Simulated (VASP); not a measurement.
# HgTe (Fm-3m) in VASP: further runs

Aim: see how the results for HgTe move with the level of theory and the settings. Levels: PBE, LDA, PBEsol. Tasks: single point.

Program: VASP 6.6.1. These are calculated values, not measurements. Logs are shortened: lines on timing, memory, paths and dates and some standing lists are left out, and cuts for length are marked.

## Step 1: The cell of the first run

The structure is cubic, space group Fm-3m (No. 225). The conventional cell has a = 6.360 Å, b = 6.360 Å, c = 6.360 Å, α = 90.00°, β = 90.00°, γ = 90.00°. Within 4.2 Å of Hg (site symmetry m-3m) lie 6 Te at 3.18 Å. Te (site symmetry m-3m) has 6 Hg at 3.18 Å within 4.2 Å.

## Step 2: Single point, PBE

The input, INCAR:

```
SYSTEM = HgTe
PREC = Accurate
ENCUT = 520
EDIFF = 1E-6
ISMEAR = 0
SIGMA = 0.017
LREAL = .FALSE.
LASPH = .TRUE.
NELM = 80
ALGO = Normal
ISIF = 2
LWAVE = .FALSE.
LCHARG = .TRUE.
GGA = PE
LELF = .TRUE.
LVHAR = .TRUE.
NBANDS = 16
```

The input, KPOINTS:

```
Automatic mesh
0
G
  7 7 7
  0 0 0
```

The input, POSCAR:

```
HgTe
1.0
    0.0000000000      3.1800000000      3.1800000000
    3.1800000000      0.0000000000      3.1800000000
    3.1800000000      3.1800000000      0.0000000000
Hg Te
1 1
Direct
    0.0000000000      0.0000000000      0.0000000000
    0.5000000000      0.5000000000      0.5000000000
```

Potentials or basis: VASP PAW PBE potentials, release 64 (Hg, Te).

Run with:

```sh
$ cat potpaw_PBE.64/Hg/POTCAR potpaw_PBE.64/Te/POTCAR > POTCAR
$ mpirun -np 1 vasp_std > vasp.out
```

OUTCAR:

```text
SYSTEM = HgTe
   PREC = Accurate
   ENCUT = 520
   EDIFF = 1E-6
   ISMEAR = 0
   LREAL = .FALSE.
   LASPH = .TRUE.
   NELM = 80
   ISIF = 2
   GGA = PE

 ion  position               nearest neighbor table
   1  0.000  0.000  0.000-   2 3.18   2 3.18   2 3.18   2 3.18   2 3.18   2 3.18
   2  0.500  0.500  0.500-   1 3.18   1 3.18   1 3.18   1 3.18   1 3.18   1 3.18

  LATTYP: Found a face centered cubic cell.
 ALAT       =     6.3600000000

  Lattice vectors:

 A1 = (   0.0000000000,   3.1800000000,   3.1800000000)
 A2 = (   3.1800000000,   0.0000000000,   3.1800000000)
 A3 = (   3.1800000000,   3.1800000000,   0.0000000000)

Analysis of symmetry for initial positions (statically):
=====================================================================
 Subroutine PRICEL returns:
 Original cell was already a primitive cell.

 Routine SETGRP: Setting up the symmetry group for a
 face centered cubic supercell.

 Subroutine GETGRP returns: Found 48 space group operations
 (whereof 48 operations were pure point group operations)
 out of a pool of 48 trial point group operations.

The static configuration has the point symmetry O_h .

Analysis of symmetry for dynamics (positions and initial velocities):
=====================================================================
 Subroutine PRICEL returns:
 Original cell was already a primitive cell.

 Routine SETGRP: Setting up the symmetry group for a
 face centered cubic supercell.

 Subroutine GETGRP returns: Found 48 space group operations
 (whereof 48 operations were pure point group operations)
 out of a pool of 48 trial point group operations.

The dynamic configuration has the point symmetry O_h .

 Subroutine INISYM returns: Found 48 space group operations
 (whereof 48 operations are pure point group operations),
 and found     1 'primitive' translations

----------------------------------------------------------------------------------------

                                     Primitive cell

  volume of cell :      64.3149

  direct lattice vectors                    reciprocal lattice vectors
     0.000000000  3.180000000  3.180000000    -0.157232704  0.157232704  0.157232704
     3.180000000  0.000000000  3.180000000     0.157232704 -0.157232704  0.157232704
     3.180000000  3.180000000  0.000000000     0.157232704  0.157232704 -0.157232704

  length of vectors
     4.497199128  4.497199128  4.497199128     0.272335033  0.272335033  0.272335033

  position of ions in fractional coordinates (direct lattice)
     0.000000000  0.000000000  0.000000000
     0.500000000  0.500000000  0.500000000

  ion indices of the primitive-cell ions
   primitive index   ion index
                 1           1
                 2           2

----------------------------------------------------------------------------------------

 KPOINTS: Automatic mesh

Automatic generation of k-mesh.
 Grid dimensions read from file:
 generate k-points for:    7    7    7

 Generating k-lattice:

  Cartesian coordinates                     Fractional coordinates (reciprocal lattice)
    -0.022461815  0.022461815  0.022461815     0.142857143  0.000000000  0.000000000
     0.022461815 -0.022461815  0.022461815     0.000000000  0.142857143  0.000000000
     0.022461815  0.022461815 -0.022461815     0.000000000  0.000000000  0.142857143

  Length of vectors
     0.038905005  0.038905005  0.038905005

  Shift w.r.t. Gamma in fractional coordinates (k-lattice)
     0.000000000  0.000000000  0.000000000

 Subroutine IBZKPT returns following result:
 ===========================================

 Found     20 irreducible k-points:

 Following reciprocal coordinates:
            Coordinates               Weight
  0.000000  0.000000  0.000000      1.000000
  0.142857  0.000000  0.000000      8.000000
  0.285714  0.000000  0.000000      8.000000
  0.428571  0.000000  0.000000      8.000000
  0.142857  0.142857  0.000000      6.000000
  0.285714  0.142857  0.000000     24.000000
[... 12 lines left out ...]
 -0.428571  0.428571  0.142857     24.000000
 -0.285714  0.428571  0.142857     24.000000
   k-points           NKPTS =     20   k-points in BZ     NKDIM =     20   number of bands    NBANDS=     16
   number of dos      NEDOS =    301   number of ions     NIONS =      2
   total plane-waves  NPLWV =  46656
   dimension x,y,z NGX =    36 NGY =   36 NGZ =   36
   dimension x,y,z NGXF=    72 NGYF=   72 NGZF=   72
   ions per type =               1   1
   NGX,Y,Z   is equivalent  to a cutoff of  13.31, 13.31, 13.31 a.u.
   NGXF,Y,Z  is equivalent  to a cutoff of  26.62, 26.62, 26.62 a.u.
 SYSTEM =  HgTe
   PREC   = accura    normal or accurate (medium, high low for compatibility)
   ISTART =      0    job   : 0-new  1-cont  2-samecut
   ICHARG =      2    charge: 1-file 2-atom 10-const
   ISPIN  =      1    spin polarized calculation?
   LNONCOLLINEAR =      F non collinear calculations
   LSORBIT =      F    spin-orbit coupling
   LASPH  =      T    aspherical Exc in radial PAW
   ENCUT  =  520.0 eV  38.22 Ry    6.18 a.u.   8.36  8.36  8.36*2*pi/ulx,y,z
   NELM   =     80;   NELMIN=  2; NELMDL= -5     # of ELM steps
   EDIFF  = 0.1E-05   stopping-criterion for ELM
   LREAL  =      F    real-space projection
   EDIFFG = 0.1E-04   stopping-criterion for IOM
   NSW    =      0    number of steps for IOM
   IBRION =     -1    ionic relax: 0-MD 1-quasi-New 2-CG
   NFREE  =      0    steps in history (QN), initial steepest desc. (CG)
   ISIF   =      2    stress and relaxation
   ISYM   =      2    0-nonsym 1-usesym 2-fastsym
   POTIM  = 0.5000    time-step for ionic-motion
   TEBEG  =    0.0;   TEEND  =   0.0 temperature during run
   PSTRESS=    0.0 pullay stress
   NELECT =      18.0000    total number of electrons
   NUPDOWN=      -1.0000    fix difference up-down
   EMIN   =  10.00;   EMAX   =-10.00  energy-range for DOS
   EFERMI =   0.00;   METHOD = LEGACY
   ISMEAR =     0;   SIGMA  =   0.02  broadening in eV -4-tet -1-fermi 0-gaus
   EFERMI_NEDOS =   21; number of points for ismear=-14 and -15
   IALGO  =     38    algorithm
   IMIX   =      4    mixing-type and parameters
     AMIX     =   0.40;   BMIX     =  1.00
     AMIX_MAG =   1.60;   BMIX_MAG =  1.00
  volume/ion in A,a.u.               =      32.16       217.01
  Fermi-wavevector in a.u.,A,eV,Ry     =   1.070850  2.023613 15.602062  1.146719
  Thomas-Fermi vector in A             =   2.206572
   LORBIT       =      0    0 simple, 1 ext, 2 COOP (PROOUT), +10 PAW based schemes
   GGA     = PE    functional components
   LHFCALC =     F    Hartree Fock is set to
   AEXX    =    0.0000 exact exchange contribution
   IVDW    =     0    specifies the selected vdW correction
   LEPSILON=     F    determine dielectric tensor
   LRPA    =     F    only Hartree local field effects (RPA)
 non-spin polarized calculation
 Gauss-broadening in eV      SIGMA  =   0.02
  energy-cutoff  :      520.00
  volume of cell :       64.31
 maximum number of plane-waves:      1759
 NGX is ok and might be reduce to    36
   NGX = 17   NGY = 17   NGZ = 17

 number of electron      17.9999998 magnetization

 Free energy of the ion-electron system (eV)
  ---------------------------------------------------
  ext. energy  EPLUGINS =         0.00000000
  ---------------------------------------------------
  free energy    TOTEN  =        -3.27913969 eV

  energy without entropy =       -3.27887241  energy(sigma->0) =       -3.27900605

 E-fermi :   3.0996     XC(G=0):  -9.2807

 val. band max:        3.0914603225   @ k =  -0.1429   0.1429   0.0000
 cond. band min:       3.1996778985   @ k =   0.4286   0.0000   0.0000
 fundamental gap:      0.1082175760
 Fermi energy:         3.0995682391

 k-point     1 :       0.0000    0.0000    0.0000
  band No.  band energies     occupation
      1      -8.1722      2.00000
      2      -3.1990      2.00000
      3      -3.1990      2.00000
      4      -3.1491      2.00000
      5      -3.1491      2.00000
      6      -3.1491      2.00000
[... 8 lines left out ...]
     15      10.6498      0.00000
     16      10.6498      0.00000

 k-point     2 :       0.1429    0.0000    0.0000
  band No.  band energies     occupation
      1      -8.0379      2.00000
      2      -3.2435      2.00000
      3      -3.2435      2.00000
      4      -3.1631      2.00000
      5      -3.1303      2.00000
      6      -3.1303      2.00000
[... 8 lines left out ...]
     15      11.1247      0.00000
     16      11.1247      0.00000

 k-point     3 :       0.2857    0.0000    0.0000
  band No.  band energies     occupation
      1      -7.6924      2.00000
      2      -3.3463      2.00000
      3      -3.3463      2.00000
      4      -3.2276      2.00000
      5      -3.0804      2.00000
      6      -3.0804      2.00000
[... 8 lines left out ...]
     15      12.0493      0.00000
     16      12.0493      0.00000

 k-point     4 :       0.4286    0.0000    0.0000
  band No.  band energies     occupation
      1      -7.3498      2.00000
      2      -3.4256      2.00000
      3      -3.4256      2.00000
      4      -3.3642      2.00000
      5      -3.0388      2.00000
      6      -3.0388      2.00000
[... 8 lines left out ...]
     15      13.3624      0.00000
     16      13.3624      0.00000
[... 248 lines left out ...]
 k-point    18 :      -0.4286    0.2857    0.1429
  band No.  band energies     occupation
      1      -7.3223      2.00000
      2      -3.3659      2.00000
      3      -3.2386      2.00000
      4      -3.1863      2.00000
      5      -3.0220      2.00000
      6      -2.9752      2.00000
[... 8 lines left out ...]
     15      12.9673      0.00000
     16      14.2505      0.00000

 k-point    19 :      -0.4286    0.4286    0.1429
  band No.  band energies     occupation
      1      -7.3502      2.00000
      2      -3.2518      2.00000
      3      -3.2082      2.00000
      4      -3.0736      2.00000
      5      -2.9923      2.00000
      6      -2.8018      2.00000
[... 8 lines left out ...]
     15      13.9718      0.00000
     16      15.4186      0.00000

 k-point    20 :      -0.2857    0.4286    0.1429
  band No.  band energies     occupation
      1      -7.2931      2.00000
      2      -3.3358      2.00000
      3      -3.1833      2.00000
      4      -3.1198      2.00000
      5      -2.9919      2.00000
      6      -2.7817      2.00000
[... 8 lines left out ...]
     15      13.1182      0.00000
     16      15.2424      0.00000

------------------------ aborting loop because EDIFF is reached ----------------------------------------

  FORCE on cell =-STRESS in cart. coord.  units (eV):
  Direction    XX          YY          ZZ          XY          YZ          ZX
  --------------------------------------------------------------------------------------
  -------------------------------------------------------------------------------------
  Total       -1.4832502     -1.4832502     -1.4832502     -0.0000000      0.0000000      0.0000000
  in kB      -36.9499326    -36.9499326    -36.9499326     -0.0000000      0.0000000      0.0000000
  external PRESSURE =     -36.9499326 kB  Pullay stress =       0.0000000 kB

 VOLUME and BASIS-vectors are now :
 -----------------------------------------------------------------------------
  energy-cutoff  :      520.00
  volume of cell :       64.31
      direct lattice vectors                 reciprocal lattice vectors
     0.000000000  3.180000000  3.180000000    -0.157232704  0.157232704  0.157232704
     3.180000000  0.000000000  3.180000000     0.157232704 -0.157232704  0.157232704
     3.180000000  3.180000000  0.000000000     0.157232704  0.157232704 -0.157232704

 POSITION                                       TOTAL-FORCE (eV/Angst)
 -----------------------------------------------------------------------------------
      0.00000      0.00000      0.00000        -0.000000      0.000000      0.000000
      3.18000      3.18000      3.18000         0.000000      0.000000      0.000000
 -----------------------------------------------------------------------------------
    total drift:                               -0.000000      0.000000      0.000000

  FREE ENERGIE OF THE ION-ELECTRON SYSTEM (eV)
  ---------------------------------------------------
  free  energy   TOTEN  =        -3.2791396920 eV

  energy  without entropy=       -3.2788724080  energy(sigma->0) =       -3.27900605
```

Wall time 12 s (1 thread of AMD EPYC 9R45 (Zen 5), shared host); peak memory 0.18 GiB.

What came out:

| Quantity | Value |
| --- | --- |
| Free energy | -3.2791 eV |
| Pressure | -3.7 GPa |
| Band gap on the k mesh | zero (band 9 reaches 3.25 eV, above the bottom of band 10 at 1.34 eV) |

Caveat: spin-orbit coupling is left out, which moves the levels of the heavy elements.

## Step 3: Single point, LDA (volume scaled by 0.94)

The input, INCAR:

```
SYSTEM = HgTe
  ALGO = Normal
  EDIFF = 1E-6
  ENCUT = 520
  ISIF = 2
  ISMEAR = -1
  LASPH = .True.
  LCHARG = .False.
  LREAL = .False.
  LWAVE = .False.
  NBANDS = 16
  NELM = 80
  PREC = Accurate
  SIGMA = 0.05
```

The input, KPOINTS:

```
k-points
0
Gamma
  7 7 7
  0 0 0
```

The input, POSCAR:

```
HgTe
1.0
    0.0000000000      3.1150838257      3.1150838257
    3.1150838257      0.0000000000      3.1150838257
    3.1150838257      3.1150838257      0.0000000000
Hg Te
1 1
Direct
    0.0000000000      0.0000000000      0.0000000000
    0.5000000000      0.5000000000      0.5000000000
```

Potentials or basis: VASP PAW LDA potentials, release 64 (Hg, Te).

Run with:

```sh
$ cat potpaw_LDA.64/Hg/POTCAR potpaw_LDA.64/Te/POTCAR > POTCAR
$ mpirun -np 1 vasp_std > vasp.out
```

It took 18 s on 1 thread of Intel Xeon 6975P-C (Granite Rapids), shared host; peak memory 0.17 GiB.

Results (log left out):

```yaml
Free_energy: -4.7615 eV
Pressure: -6.3 GPa
Band_gap_on_the_k_mesh: zero (band 9 reaches 3.74 eV, above the bottom of band 10 at 1.56 eV)
```

Levels at points of the mesh, in eV from the Fermi level:
```csv
k point,band 6,band 7,band 8,band 9,band 10,band 11,band 12,band 13
"(0.00, 0.00, 0.00)",-6.46,-1.35,-0.66,-0.66,-0.66,7.48,7.48,7.48
```

Caveat: spin-orbit coupling is left out, which moves the levels of the heavy elements.

## Step 4: Single point, PBEsol (volume scaled by 0.94)

The input, INCAR:

```
SYSTEM = HgTe
PREC = Accurate
ENCUT = 520
EDIFF = 1E-7
ISMEAR = -1
SIGMA = 0.05
LREAL = .False.
LASPH = .True.
NELM = 100
ALGO = Normal
ISIF = 2
LWAVE = .False.
LCHARG = .True.
GGA = PS
LELF = .True.
LVHAR = .True.
NBANDS = 16
```

The input, KPOINTS:

```
regular mesh
0
Gamma
  7 7 7
  0 0 0
```

POSCAR is that of step 3.

Potentials or basis: VASP PAW PBE potentials, release 64 (Hg, Te).

Run with:

```sh
$ cat potpaw_PBE.64/Hg/POTCAR potpaw_PBE.64/Te/POTCAR > POTCAR
$ mpirun -np 1 vasp_std > vasp.out
```

It took 24 s on 1 thread of Intel Xeon 6975P-C (Granite Rapids), shared host; peak memory 0.21 GiB.

The run converged. Its results:

| Item | Value |
| --- | --- |
| Free energy | -4.1214 eV |
| Pressure | -4.8 GPa |
| Band gap on the k mesh | zero (band 9 reaches 3.77 eV, above the bottom of band 10 at 1.58 eV) |

Levels at points of the mesh, in eV from the Fermi level:
```
           k point  band 6  band 7  band 8  band 9  band 10  band 11  band 12  band 13
(0.00, 0.00, 0.00)   -6.44   -1.30   -0.66   -0.66    -0.66     7.51     7.51     7.51
```

Caveat: the PAW data sets were made with another functional, which shifts forces and pressure a little; spin-orbit coupling is left out, which moves the levels of the heavy elements.

## Step 5: Summary

| level | potentials or basis | cell | smearing | gap on the mesh (eV) | pressure (GPa) |
| --- | --- | --- | --- | --- | --- |
| PBE | VASP PAW PBE potentials, release 64 (Hg, Te) | a = 4.497 Å, angles 60.0°, 2 atoms | gaussian 0.017 eV | none | -3.7 |
| LDA | VASP PAW LDA potentials, release 64 (Hg, Te) | a = 4.405 Å, angles 60.0°, 2 atoms | fermi-dirac 0.05 eV | none | -6.3 |
| PBEsol | VASP PAW PBE potentials, release 64 (Hg, Te) | a = 4.405 Å, angles 60.0°, 2 atoms | fermi-dirac 0.05 eV | none | -4.8 |

Alike in all rows: task single point; no spin polarisation; k mesh 7 × 7 × 7; cutoff (eV) 520.

Caveats: spin-orbit coupling is left out, which moves the levels of the heavy elements; the PAW data sets were made with another functional, which shifts forces and pressure a little (some runs).

Total energies depend on the potentials used, so only differences within one code and one set of settings carry meaning.
